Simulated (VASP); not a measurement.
# MgBe2Te2O (P4mm) in VASP: notebook, part 2 of 3

VASP 6.6.1. Earlier steps stand in the parts before.

**3. Relaxation of cell and atoms, PBE**

This run uses another cell than the first one, of 19.10 Å³/atom.

The input, INCAR:

```
SYSTEM = MgBe2Te2O
PREC = Accurate
ENCUT = 600
EDIFF = 1E-6
ISMEAR = 0
SIGMA = 0.1
LREAL = .False.
LASPH = .True.
NELM = 80
ALGO = Normal
ISIF = 3
LWAVE = .False.
LCHARG = .False.
GGA = PE
IBRION = 2
NSW = 90
EDIFFG = -0.04
```

The input, KPOINTS:

```
Automatic mesh
0
Gamma
  4 4 4
  0 0 0
```

The input, POSCAR:

```
MgBe2Te2O
1.0
    4.1513355000      0.0000000000      0.0000000000
    0.0000000000      4.1513355000      0.0000000000
    0.0000000000      0.0000000000      6.6514595200
Mg Be Te O
1 2 2 1
Direct
    0.0000000000      0.0000000000      0.6973040100
    0.5000000000      0.0000000000      0.9946200300
    0.0000000000      0.5000000000      0.9946200300
    0.5000000000      0.5000000000      0.8287479900
    0.0000000000      0.0000000000      0.1643839900
    0.5000000000      0.5000000000      0.3203240000
```

Potentials or basis: VASP PAW PBE potentials, release 64 (Mg, Be, Te, O).

Started as:

```
$ cat potpaw_PBE.64/Mg/POTCAR potpaw_PBE.64/Be/POTCAR potpaw_PBE.64/Te/POTCAR potpaw_PBE.64/O/POTCAR > POTCAR
$ mpirun -np 1 vasp_std > vasp.out
```

Run time: 44 min. Hardware: 1 thread of Intel Xeon 8259CL, shared host; peak memory 0.32 GiB.

Results (log left out):

```
Free energy                           : -23.7286 eV
Relaxed volume                        : 21.38 Å³/atom
Relaxed cell                          : a = 3.729 Å, b = 3.729 Å, c = 9.223 Å, α = 90.00°, β = 90.00°, γ = 90.00°
Space group after relaxing (to 0.1 Å) : P4mm (No. 99)
Energy gained by relaxing             : 1058.7 meV/atom
Ionic steps                           : 53
Pressure after relaxing               : 0.0 GPa
Largest force after relaxing          : 0.034 eV/Å
Band gap on the k mesh                : zero (bands 12 and 13 overlap by 0.24 eV)
```

Forces on the atoms (eV/Å):
```
Mg   0.000  0.000  0.031
Be   0.000  0.000 -0.024
Be   0.000  0.000 -0.024
Te   0.000  0.000  0.034
Te   0.000  0.000 -0.012
O    0.000  0.000 -0.005
```

The path:
```
step  energy change (eV)  largest force (eV/Å)  pressure (GPa)  volume (Å³)
   1              0.0000                3.5255            6.55       114.63
   3             -0.8766                1.2148           -4.06       129.56
   5             -1.7983                0.5856            2.01       105.86
   7             -1.8986                0.7965            0.51       107.67
   9             -2.0613                1.0738           -0.47       111.04
  11             -2.7026                0.9128           -3.34       142.44
  13             -2.9927                1.3039           -1.96       134.57
  15             -3.0847                1.4706           -1.47       133.57
  17             -3.2779                1.8779           -0.53       134.15
  19             -4.3921                4.4818            7.29       123.47
  21             -5.0460                4.7890           13.35       114.86
  23             -5.0993                4.1762           16.07       111.63
  25             -5.3443                1.9379           14.88       111.67
  27             -5.6701                1.5489           11.28       114.92
  29             -6.1982                0.2761           -0.23       130.14
  31             -6.2028                0.2922            0.71       128.46
  33             -6.2181                0.2899            0.54       128.90
  35             -6.2253                0.6239           -0.25       130.82
  37             -6.2409                0.2810            0.06       130.26
  39             -6.2423                0.5103           -0.09       132.51
  41             -6.2623                0.2423           -0.13       131.70
  43             -6.3115                0.1593           -1.46       134.28
  45             -6.3327                0.2034           -0.86       132.54
  47             -6.3395                0.3569           -0.33       131.01
  49             -6.3486                0.1381           -0.16       129.66
  51             -6.3494                0.1521           -0.06       129.12
  53             -6.3520                0.0337            0.05       128.28
```

Final structure:
```yaml
crystal:
  lattice:
    - [3.72931, 0.00000, 0.00000]
    - [0.00000, 3.72931, 0.00000]
    - [0.00000, 0.00000, 9.22347]
  atoms:
    - { symbol: Mg, position: [0.00000, 0.00000, 0.62512] }
    - { symbol: Be, position: [0.50000, 0.00000, 0.13656] }
    - { symbol: Be, position: [0.00000, 0.50000, 0.13656] }
    - { symbol: Te, position: [0.50000, 0.50000, 0.70877] }
    - { symbol: Te, position: [0.00000, 0.00000, 0.30402] }
    - { symbol: O, position: [0.50000, 0.50000, 0.08897] }
```

Levels at points of the mesh, in eV from the Fermi level:
```tsv
k point	band 10	band 11	band 12	band 13	band 14	band 15
(0.00, 0.00, 0.00)	-1.89	-0.85	-0.85	-0.25	1.36	3.00
(0.50, 0.00, 0.00)	-2.14	-2.13	-0.01	1.22	1.39	2.05
(0.50, 0.50, 0.00)	-4.21	-4.21	-0.95	-0.12	2.43	2.61
(0.00, 0.00, 0.50)	-1.89	-0.84	-0.84	0.42	1.36	2.45
(0.50, 0.00, 0.50)	-2.14	-1.78	-0.01	0.74	0.94	2.76
(0.50, 0.50, 0.50)	-4.10	-4.10	-1.03	0.12	1.90	2.48
```

Caveat: the k points lie up to 0.42 Å⁻¹ apart in the final cell; semilocal functionals underestimate gaps, so a narrow gap can read as zero; a cell axis changed by over 15 % at a fixed basis, so the end point is rough; spin-orbit coupling is left out, which moves the levels of the heavy elements.

**4. Relaxation of cell and atoms, PBE**

This run uses another cell than the first one, of 22.74 Å³/atom.

The input, INCAR:

```
SYSTEM = MgBe2Te2O
PREC = Accurate ; ENCUT = 600
EDIFF = 1E-6 ; ISMEAR = 0
SIGMA = 0.1 ; LREAL = .False.
LASPH = .True. ; NELM = 60
ALGO = Normal ; ISIF = 3
LWAVE = .False. ; LCHARG = .False.
GGA = PE ; IBRION = 2
NSW = 90 ; EDIFFG = -0.04
```

The input, KPOINTS:

```
regular mesh
0
Gamma
  6 6 2
  0 0 0
```

The input, POSCAR:

```
MgBe2Te2O
1.0
    3.6776553695      0.0000000000      0.0000000000
    0.0000000000      3.6776553695      0.0000000000
    0.0000000000      0.0000000000     10.0881722730
Mg Be Te O
1 2 2 1
Direct
    0.0000000000      0.0000000000      0.6054503777
    0.5000000000      0.0000000000      0.1457824008
    0.0000000000      0.5000000000      0.1457824008
    0.5000000000      0.5000000000      0.7019080190
    0.0000000000      0.0000000000      0.3034212493
    0.5000000000      0.5000000000      0.0976556024
```

Potentials or basis: VASP PAW PBE potentials, release 64 (Mg, Be, Te, O).

Started as:

```
$ cat potpaw_PBE.64/Mg/POTCAR potpaw_PBE.64/Be/POTCAR potpaw_PBE.64/Te/POTCAR potpaw_PBE.64/O/POTCAR > POTCAR
$ mpirun -np 1 vasp_std > vasp.out
```

OUTCAR:

```text
SYSTEM = MgBe2Te2O
   PREC = Accurate
   ENCUT = 600
   EDIFF = 1E-6
   ISMEAR = 0
   LREAL = .False.
   LASPH = .True.
   NELM = 60
   ISIF = 3
   GGA = PE
   IBRION = 2
   NSW = 90
   EDIFFG = -0.04

 ion  position               nearest neighbor table
   1  0.000  0.000  0.605-   4 2.78   4 2.78   4 2.78   4 2.78   5 3.05
   2  0.500  0.000  0.146-   6 1.90   6 1.90   5 2.43   5 2.43
   3  0.000  0.500  0.146-   6 1.90   6 1.90   5 2.43   5 2.43
   4  0.500  0.500  0.702-   1 2.78   1 2.78   1 2.78   1 2.78
   5  0.000  0.000  0.303-   2 2.43   3 2.43   3 2.43   2 2.43   1 3.05
   6  0.500  0.500  0.098-   2 1.90   3 1.90   2 1.90   3 1.90

  LATTYP: Found a simple tetragonal cell.
 ALAT       =     3.6776553695
 C/A-ratio  =     2.7430988658

  Lattice vectors:

 A1 = (   3.6776553695,   0.0000000000,   0.0000000000)
 A2 = (   0.0000000000,   3.6776553695,   0.0000000000)
 A3 = (   0.0000000000,   0.0000000000,  10.0881722730)

Analysis of symmetry for initial positions (statically):
=====================================================================
 Subroutine PRICEL returns:
 Original cell was already a primitive cell.

 Routine SETGRP: Setting up the symmetry group for a
 simple tetragonal supercell.

 Subroutine GETGRP returns: Found  8 space group operations
 (whereof  8 operations were pure point group operations)
 out of a pool of 16 trial point group operations.

The static configuration has the point symmetry C_4v.

Analysis of symmetry for dynamics (positions and initial velocities):
=====================================================================
 Subroutine PRICEL returns:
 Original cell was already a primitive cell.

 Routine SETGRP: Setting up the symmetry group for a
 simple tetragonal supercell.

 Subroutine GETGRP returns: Found  8 space group operations
 (whereof  8 operations were pure point group operations)
 out of a pool of 16 trial point group operations.

The dynamic configuration has the point symmetry C_4v.

[... 109 lines left out ...]
   POTIM  = 0.5000    time-step for ionic-motion
   TEBEG  =    0.0;   TEEND  =   0.0 temperature during run
   PSTRESS=    0.0 pullay stress
   NELECT =      24.0000    total number of electrons
   NUPDOWN=      -1.0000    fix difference up-down
   EMIN   =  10.00;   EMAX   =-10.00  energy-range for DOS
   EFERMI =   0.00;   METHOD = LEGACY
   ISMEAR =     0;   SIGMA  =   0.10  broadening in eV -4-tet -1-fermi 0-gaus
   EFERMI_NEDOS =   21; number of points for ismear=-14 and -15
   IALGO  =     38    algorithm
   IMIX   =      4    mixing-type and parameters
     AMIX     =   0.40;   BMIX     =  1.00
     AMIX_MAG =   1.60;   BMIX_MAG =  1.00
  volume/ion in A,a.u.               =      22.74       153.46
  Fermi-wavevector in a.u.,A,eV,Ry     =   0.917263  1.733375 11.447545  0.841371
  Thomas-Fermi vector in A             =   2.042212
   LORBIT       =      0    0 simple, 1 ext, 2 COOP (PROOUT), +10 PAW based schemes
   GGA     = PE    functional components
   LHFCALC =     F    Hartree Fock is set to
   AEXX    =    0.0000 exact exchange contribution
   IVDW    =     0    specifies the selected vdW correction
   LEPSILON=     F    determine dielectric tensor
   LRPA    =     F    only Hartree local field effects (RPA)
 conjugate gradient relaxation of ions
 non-spin polarized calculation
 Gauss-broadening in eV      SIGMA  =   0.10
  energy-cutoff  :      600.00
  volume of cell :      136.44
 maximum number of plane-waves:      4600
 NGX is ok and might be reduce to    30
   NGX = 15   NGY = 15   NGZ = 41

--------------------------------------- Ionic step        1  -------------------------------------------

 number of electron      23.9999997 magnetization

 Free energy of the ion-electron system (eV)
  ---------------------------------------------------
  ext. energy  EPLUGINS =         0.00000000
  ---------------------------------------------------
  free energy    TOTEN  =       -23.99970206 eV

  energy without entropy =      -23.99136501  energy(sigma->0) =      -23.99553353

------------------------ aborting loop because EDIFF is reached ----------------------------------------

  FORCE on cell =-STRESS in cart. coord.  units (eV):
  Direction    XX          YY          ZZ          XY          YZ          ZX
  --------------------------------------------------------------------------------------
  -------------------------------------------------------------------------------------
  Total       -0.2354318     -0.2354318      0.0074773      0.0000000     -0.0000000     -0.0000000
  in kB       -2.7645290     -2.7645290      0.0878009      0.0000000     -0.0000000     -0.0000000
  external PRESSURE =      -1.8137524 kB  Pullay stress =       0.0000000 kB
[... 67 lines left out ...]
--------------------------------------- Ionic step        3  -------------------------------------------

 number of electron      23.9999997 magnetization

 Free energy of the ion-electron system (eV)
  ---------------------------------------------------
  ext. energy  EPLUGINS =         0.00000000
  ---------------------------------------------------
  free energy    TOTEN  =       -24.00091815 eV

  energy without entropy =      -23.99251384  energy(sigma->0) =      -23.99671599

 E-fermi :   4.4291     XC(G=0):  -8.2722

 val. band max:        4.3927046550   @ k =   0.5000   0.5000   0.0000
 cond. band min:       4.4840539661   @ k =   0.5000   0.5000   0.5000
 fundamental gap:      0.0913493110
 Fermi energy:         4.4290993366

 k-point     1 :       0.0000    0.0000    0.0000
  band No.  band energies     occupation
      1     -15.3614      2.00000
      2      -8.9161      2.00000
      3      -7.5864      2.00000
      4      -2.2475      2.00000
      5      -2.2475      2.00000
      6      -1.5943      2.00000
[... 402 lines left out ...]
  FREE ENERGIE OF THE ION-ELECTRON SYSTEM (eV)
  ---------------------------------------------------
  free  energy   TOTEN  =       -24.0009181453 eV

  energy  without entropy=      -23.9925138353  energy(sigma->0) =      -23.99671599

 reached required accuracy - stopping structural energy minimisation
```

It took 2.9 min on 1 thread of Intel Xeon 8259CL, shared host; peak memory 0.32 GiB.

What came out:

```
Free energy                           : -24.0009 eV
Relaxed volume                        : 22.64 Å³/atom
Relaxed cell                          : a = 3.669 Å, b = 3.669 Å, c = 10.089 Å, α = 90.00°, β = 90.00°, γ = 90.00°
Space group after relaxing (to 0.1 Å) : P4mm (No. 99)
Energy gained by relaxing             : 0.2 meV/atom
Ionic steps                           : 3
Pressure after relaxing               : 0.1 GPa
Largest force after relaxing          : 0.032 eV/Å
Band gap on the k mesh                : zero (bands 12 and 13 overlap by 0.61 eV)
```

Forces on the atoms (eV/Å):
```
Mg   0.000  0.000  0.001
Be   0.000  0.000 -0.006
Be   0.000  0.000 -0.006
Te   0.000  0.000 -0.010
Te   0.000  0.000  0.032
O    0.000  0.000 -0.013
```

The path:
```tsv
step	energy change (eV)	largest force (eV/Å)	pressure (GPa)	volume (Å³)
1	0.0000	0.0866	-0.18	136.44
2	-0.0012	0.0415	0.00	135.94
3	-0.0012	0.0321	0.05	135.84
```

Final structure:
```
Mg Be Te O
1.0
     3.66931    0.00000    0.00000
     0.00000    3.66931    0.00000
     0.00000    0.00000   10.08890
Mg Be Te O
1 2 2 1
Direct
  0.00000 0.00000 0.60572
  0.50000 0.00000 0.14540
  0.00000 0.50000 0.14540
  0.50000 0.50000 0.70158
  0.00000 0.00000 0.30392
  0.50000 0.50000 0.09798
```

Caveat: semilocal functionals underestimate gaps, so a narrow gap can read as zero; spin-orbit coupling is left out, which moves the levels of the heavy elements.

(Part 2 of 3 ends here.)
